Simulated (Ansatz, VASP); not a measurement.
# C in VASP and in Ansatz

```
C
1.0
     0.00000    1.76572    1.76572
     1.76572    0.00000    1.76572
     1.76572    1.76572    0.00000
C
2
Direct
  0.00000 0.00000 0.00000
  0.25000 0.25000 0.25000
```

Alike in both runs: functional LDA; k mesh 12 × 12 × 12; occupations gaussian, width 0.02 eV; no spin polarisation.

Ansatz relaxed the structure, and its values are those at the end. VASP's run is a single point on that final structure, the one shown.

|  | VASP | Ansatz |
| --- | --- | --- |
| version | VASP 6.6.1 | Ansatz 0.2.0 |
| potentials or method | VASP PAW LDA potentials, release 64 (C), cutoff 600 eV | scalar-relativistic, plane waves, PAW |
| valence electrons in the cell | 8 | 8 |

```tsv
	VASP	Ansatz	Ansatz less VASP
gap on the k mesh at the Fermi level (eV)	4.20	4.20	+0.004
least direct gap on the mesh (eV)	5.63	5.62	-0.004
pressure (GPa)	0.9	0.0	-0.95
```

Ansatz warns that its potentials were made for another functional, while VASP's fit it. LDA's correlation is that of Perdew and Zunger in VASP and of Perdew and Wang (1992) in Ansatz.
